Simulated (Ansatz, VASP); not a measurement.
# TiN in VASP and in Ansatz

```xyz
2
Lattice="0.0000 2.0857 2.0857 2.0857 0.0000 2.0857 2.0857 2.0857 0.0000" Properties=species:S:1:pos:R:3 pbc="T T T"
Ti    0.0000    0.0000    0.0000
N     2.0857    2.0857    2.0857
```

Alike in both runs: functional LDA; k mesh 18 × 18 × 18; occupations gaussian, width 0.1 eV; no spin polarisation.

Ansatz relaxed the structure, and its values are those at the end. VASP's run is a single point on that final structure, the one shown.

|  | VASP | Ansatz |
| --- | --- | --- |
| version | VASP 6.6.1 | Ansatz 0.2.0 |
| potentials or method | VASP PAW LDA potentials, release 64 (Ti_sv, N), cutoff 520 eV | scalar-relativistic, plane waves, PAW |
| valence electrons in the cell | 17 | 17 |

VASP gave:

| Item | Value |
| --- | --- |
| gap on the k mesh at the Fermi level (eV) | none |
| pressure (GPa) | 1.1 |

Which values does Ansatz return?

gap on the k mesh at the Fermi level (eV): none; pressure (GPa): 0.0.

LDA's correlation is that of Perdew and Zunger in VASP and of Perdew and Wang (1992) in Ansatz. A gap of «none» marks a metal or a gap that the smearing closes.
